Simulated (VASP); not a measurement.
# Hf2Se3S3 in VASP: notebook, part 2 of 2

VASP 6.6.1.

### Step 4. Single point, PBE+D3(BJ)

Input file INCAR:

```
PREC = Accurate
ENCUT = 400
EDIFF = 1E-6
ISMEAR = -1
SIGMA = 0.1362
LREAL = Auto
LASPH = True
NELM = 120
ALGO = Normal
ISIF = 2
LWAVE = False
LCHARG = False
GGA = PE
IVDW = 12
NBANDS = 70
ISYM = -1
GGA_COMPAT = False
```

Input file KPOINTS:

```
explicit points
1
Reciprocal
  0.25000000   0.25000000   0.25000000 1
```

Input file POSCAR:

```
Hf2Se3S3
1.0
    7.3673110000     -0.0439010000     -0.0180960000
   -0.0439010000      7.5102110000     -0.0415870000
   -0.0180960000     -0.0415870000      7.3739650000
Hf Se S
4 6 6
Direct
    0.0762232907      0.6106539049     -0.0249021252
    0.4794718489      0.7212552224      0.5358311795
    0.4388584286      0.8426397466      0.0228669978
    0.8506383197      0.2671779145      0.2102493406
    0.5924190367      0.1240514059      0.9454744280
    0.2015954776      0.3127891485      0.0512722849
    0.6753562796      0.9350291095      0.3636734515
    0.7149084416      0.7435988418      0.8020055734
    0.4474440330      0.3679564351      0.3983029688
    1.0105326834      0.1934470835      0.4987861325
    0.2908248622      0.6527590617      0.2546657135
    0.2232558114      0.8283419376      0.7194935551
    0.4493601171      0.5245532532      0.8427454181
    0.2512655104      0.3191302594      0.5938340595
    0.8444382555      0.5749974403      0.2112779723
    0.1337871792      0.9311679984      0.1897408648
```

Potentials or basis: VASP PAW PBE potentials, release 64 (Hf_pv, Se, S).

The run is started by

```console
cat potpaw_PBE.64/Hf_pv/POTCAR potpaw_PBE.64/Se/POTCAR potpaw_PBE.64/S/POTCAR > POTCAR
mpirun -np 1 vasp_std > vasp.out
```

OUTCAR:

```text
PREC = Accurate
   ENCUT = 400
   EDIFF = 1E-6
   ISMEAR = -1
   LREAL = Auto
   LASPH = True
   NELM = 120
   ISIF = 2
   GGA = PE
   IVDW = 12
   ISYM = -1
 IVDW          = 12

 ion  position               nearest neighbor table
   1  0.076  0.611  0.975-  15 2.46   6 2.50  11 2.61  12 2.73  16 2.89  13 3.00   8 3.13   3 3.19
                             4 3.53
   2  0.479  0.721  0.536-  12 2.47   7 2.51  11 2.54   8 2.62  13 2.73   9 2.84   3 3.71
   3  0.439  0.843  0.023-   5 2.46  11 2.49  16 2.66   8 2.72  13 2.72  12 2.74   7 3.12   1 3.19
                             2 3.71
   4  0.851  0.267  0.210-  15 2.31  10 2.50   6 2.86   5 2.91   7 3.03  16 3.30   1 3.53
   5  0.592  0.124  0.945-   3 2.46   4 2.91
   6  0.202  0.313  0.051-   1 2.50   4 2.86
   7  0.675  0.935  0.364-   2 2.51   4 3.03   3 3.12
   8  0.715  0.744  0.802-  13 2.56   2 2.62   3 2.72   1 3.13
   9  0.447  0.368  0.398-  14 2.08  11 2.67   2 2.84
  10  0.011  0.193  0.499-  14 2.11   4 2.50
  11  0.291  0.653  0.255-  16 2.45   3 2.49   2 2.54   1 2.61   9 2.67
  12  0.223  0.828  0.719-   2 2.47   1 2.73   3 2.74
[... 143 lines left out ...]
 k-point     1 :       0.2500    0.2500    0.2500
  band No.  band energies     occupation
      1     -28.6912      2.00000
      2     -28.5505      2.00000
      3     -28.4661      2.00000
      4     -28.4334      2.00000
      5     -28.4166      2.00000
      6     -28.3811      2.00000
[... 60 lines left out ...]
     67       5.7183      0.00000
     68       5.8042      0.00000
 [bands above 68 left out]

------------------------ aborting loop because EDIFF is reached ----------------------------------------

 Edisp (eV)   -4.99465

 E8    (eV) :    -2.1486

  FORCE on cell =-STRESS in cart. coord.  units (eV):
  Direction    XX          YY          ZZ          XY          YZ          ZX
  --------------------------------------------------------------------------------------
  -------------------------------------------------------------------------------------
  Total      -5.43950     6.49526    -3.67000    -2.06710    -1.84766     0.36477
  in kB     -21.36183    25.50799   -14.41272    -8.11785    -7.25608     1.43253
  external pressure =       -3.42 kB  Pullay stress =        0.00 kB

 VOLUME and BASIS-vectors are now :
 -----------------------------------------------------------------------------
  energy-cutoff  :      400.00
  volume of cell :      407.97
      direct lattice vectors                 reciprocal lattice vectors
     7.367311000 -0.043901000 -0.018096000     0.135740303  0.000795340  0.000337598
    -0.043901000  7.510211000 -0.041587000     0.000795340  0.133160870  0.000752940
    -0.018096000 -0.041587000  7.373965000     0.000337598  0.000752940  0.135617327

 POSITION                                       TOTAL-FORCE (eV/Angst)
 -----------------------------------------------------------------------------------
      0.51711      4.54224      7.16356         0.348756      1.449900      0.725635
      3.49106      5.37345      3.91253        -0.472959     -0.709416      0.652263
      3.19580      6.30819      0.12564        -0.032091      0.256708     -0.041697
      6.25138      1.96048      1.52387         0.132366     -1.142144     -1.684369
      4.34198      0.86632      6.95602         1.221128      1.492102      0.396738
      1.47056      2.33813      0.36142        -1.993072     -1.182989     -0.617192
[... 8 lines left out ...]
      6.19217      4.27249      1.51876        -0.514200     -0.054896     -0.056315
      0.94134      6.97950      1.35800         0.854139     -1.305119     -1.340713
 -----------------------------------------------------------------------------------
    total drift:                                0.010956     -0.003427      0.002150

  FREE ENERGIE OF THE ION-ELECTRON SYSTEM (eV)
  ---------------------------------------------------
  free  energy   TOTEN  =       -99.3465846813 eV

  energy  without entropy=      -99.1268802108  energy(sigma->0) =      -99.23673245
```

OSZICAR:

```text
N       E                     dE             d eps       ncg     rms          rms(c)
DAV:   1     0.620484690339E+03    0.62048E+03   -0.45598E+04   156   0.115E+03
DAV:   2    -0.412380235270E+02   -0.66172E+03   -0.63118E+03   184   0.271E+02
DAV:   3    -0.100298440939E+03   -0.59060E+02   -0.58158E+02   176   0.707E+01
DAV:   4    -0.101941377320E+03   -0.16429E+01   -0.16361E+01   184   0.132E+01
DAV:   5    -0.101981302988E+03   -0.39926E-01   -0.39888E-01   176   0.205E+00    0.840E+01
DAV:   6    -0.946503150661E+02    0.73310E+01   -0.23061E+01   176   0.127E+01    0.570E+01
DAV:   7    -0.944088827321E+02    0.24143E+00   -0.49763E+00   168   0.768E+00    0.105E+01
DAV:   8    -0.943765010515E+02    0.32382E-01   -0.83864E-01   168   0.316E+00    0.329E+00
DAV:   9    -0.943543670953E+02    0.22134E-01   -0.16976E-01   168   0.121E+00    0.219E+00
DAV:  10    -0.943525031642E+02    0.18639E-02   -0.34126E-02   176   0.633E-01    0.875E-01
DAV:  11    -0.943516907606E+02    0.81240E-03   -0.62711E-03   168   0.275E-01    0.239E-01
DAV:  12    -0.943518768530E+02   -0.18609E-03   -0.12273E-03   168   0.112E-01    0.139E-01
DAV:  13    -0.943519121788E+02   -0.35326E-04   -0.12469E-04   176   0.364E-02    0.574E-02
DAV:  14    -0.943519264541E+02   -0.14275E-04   -0.37016E-05   152   0.213E-02    0.213E-02
DAV:  15    -0.943519304522E+02   -0.39980E-05   -0.12976E-05   176   0.103E-02    0.121E-02
DAV:  16    -0.943519319011E+02   -0.14490E-05   -0.14989E-06   112   0.428E-03    0.553E-03
DAV:  17    -0.943519328079E+02   -0.90678E-06   -0.90040E-07    96   0.292E-03
   1 F= -.99346585E+02 E0= -.99236732E+02  d E =-.219704E+00
```

stdout:

```text
POSCAR found type information on POSCAR HfSeS
 POSCAR found :  3 types and      16 ions
 scaLAPACK will be used
 LDA part: xc-table for (Slater+PW92), standard interpolation
 POSCAR, INCAR and KPOINTS ok, starting setup
 FFT: planning ... GRIDC
 FFT: planning ... GRID_SOFT
 FFT: planning ... GRID
 WAVECAR not read
 entering main loop
```

Wall time 34 s (1 thread of AMD EPYC 9R45 (Zen 5), shared host); peak memory 0.29 GiB.

What came out:

```
Free energy                : -99.3466 eV
Pressure                   : -0.3 GPa
Largest force              : 2.818 eV/Å
Dispersion energy per atom : -0.312 eV
```

Forces on the atoms (eV/Å):
```
Hf   0.349  1.450  0.726
Hf  -0.473 -0.709  0.652
Hf  -0.032  0.257 -0.042
Hf   0.132 -1.142 -1.684
Se   1.221  1.492  0.397
Se  -1.993 -1.183 -0.617
Se  -0.452  0.767 -0.509
Se   0.529 -1.045 -0.189
Se   2.242  0.762 -1.529
Se  -1.763 -1.121  0.489
S   -0.945  0.178  0.437
S   -0.453  0.687  0.605
S    1.224  0.536  0.700
S    0.075  0.430  1.960
S   -0.514 -0.055 -0.056
S    0.854 -1.305 -1.341
```

Stress tensor (GPa, compression positive):
```
-2.14 -0.81  0.14
-0.81  2.55 -0.73
 0.14 -0.73 -1.44
```

Levels at points of the mesh, in eV from the Fermi level:
```
           k point  band 52  band 53  band 54  band 55  band 56  band 57  band 58  band 59  band 60  band 61
(0.25, 0.25, 0.25)    -0.94    -0.80    -0.61    -0.47    -0.38     0.30     0.71     0.96     1.41     1.54
```

Caveat: the atoms stand as in a frame of molecular dynamics; spin-orbit coupling is left out, which moves the levels of the heavy elements.

### Step 5. Summary

| cell | pressure (GPa) | largest force (eV/Å) |
| --- | --- | --- |
| as given, atomic positions A | -1.2 | 3.30 |
| as given, atomic positions B | -2.9 | 2.06 |
| as given, atomic positions C | -0.3 | 2.82 |

Alike in all rows: task single point; level PBE+D3(BJ); potentials or basis VASP PAW PBE potentials, release 64 (Hf_pv, Se, S); no spin polarisation; k mesh 1 × 1 × 1, shifted; cutoff (eV) 400; smearing fermi-dirac 0.1362 eV.

Caveats: the atoms stand as in a frame of molecular dynamics; spin-orbit coupling is left out, which moves the levels of the heavy elements.

Absolute energies hang on the potentials; compare differences alone.
